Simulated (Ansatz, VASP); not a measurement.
**Two plane-wave programs on BeCd3Te4**

INCAR

```
SYSTEM = BeCd3Te4
ALGO = Normal ; EDIFF = 1E-7
EDIFFG = -0.08 ; ENCUT = 600
GGA = PE ; IBRION = 2
ISIF = 3 ; ISMEAR = 0
LASPH = .True. ; LCHARG = .False.
LREAL = .False. ; LWAVE = .False.
NELM = 80 ; NSW = 36
PREC = Accurate ; SIGMA = 0.2
```

Contents of KPOINTS:

```
k-points
0
Gamma
  4 4 4
  0 0 0
```

Contents of POSCAR:

```
BeCd3Te4
1.0
   -3.3670524700      3.3670524700      5.0123105100
    3.3670524700     -3.3670524700      5.0123105100
    3.3670524700      3.3670524700     -5.0123105100
Be Cd Te
1 3 4
Direct
    0.5000000000      0.5000000000      0.0000000000
    0.6712720900      0.6712720900      0.0000000000
    0.3287279100      0.3287279100      0.0000000000
    0.0000000000      0.0000000000      0.0000000000
    0.0000000000      0.3386945200      0.3386945200
    0.0000000000      0.6613054800      0.6613054800
    0.3386945200      0.0000000000      0.3386945200
    0.6613054800      0.0000000000      0.6613054800
```

Input for Ansatz:

```yaml
crystal:
  lattice:
    - [-3.36705247, 3.36705247, 5.01231051]
    - [3.36705247, -3.36705247, 5.01231051]
    - [3.36705247, 3.36705247, -5.01231051]
  atoms:
    - { symbol: Be, position: [0.5, 0.5, 0.0] }
    - { symbol: Cd, position: [0.67127209, 0.67127209, 0.0] }
    - { symbol: Cd, position: [0.32872791, 0.32872791, 0.0] }
    - { symbol: Cd, position: [0.0, 0.0, 0.0] }
    - { symbol: Te, position: [0.0, 0.33869452, 0.33869452] }
    - { symbol: Te, position: [0.0, 0.66130548, 0.66130548] }
    - { symbol: Te, position: [0.33869452, 0.0, 0.33869452] }
    - { symbol: Te, position: [0.66130548, 0.0, 0.66130548] }
basis:
  ecutwfc: 420
kpoints:
  mp_grid: { grid: [4, 4, 4] }
hamiltonian:
  xc: pbe
scf:
  occupations: { method: gaussian, width: 0.2 }
  lower_state_search: "off"
output:
  forces: true
  stress: true
  eigenvalues: true
relax:
  adjacent_minimum: "off"
  f_tol: 0.08
  max_steps: 16
  cell: { stress_tol: 0.8 }
```

Alike in both runs: task relaxation of cell and atoms; functional PBE; k mesh 4 × 4 × 4; occupations gaussian, width 0.2 eV; no spin polarisation.

|  | VASP | Ansatz |
| --- | --- | --- |
| version | VASP 6.6.1 | Ansatz 0.2.0 |
| potentials or method | VASP PAW PBE potentials, release 64 (Be, Cd, Te), cutoff 600 eV | scalar-relativistic, plane waves, PAW |
| valence electrons in the cell | 62 | 126 |

|  | VASP | Ansatz | Ansatz less VASP |
| --- | --- | --- | --- |
| gap on the k mesh at the Fermi level, each at its own relaxed structure (eV) | none | none | - |
| relaxed volume (Å³/atom) | 46.49 | 45.90 | -0.587 |
| relaxed length of the cell vector where the two differ most in proportion (Å) | 7.924 | 7.888 | -0.0359 |

A gap of «none» marks a metal or a gap that the smearing closes. VASP's potentials hold 62 valence electrons a cell and Ansatz's 126, so a difference there can come from the potentials and not from the codes.

Spin-orbit coupling is off throughout. Noted on VASP's run: the volume moved by over 15 % at a fixed basis, so the end points are rough.
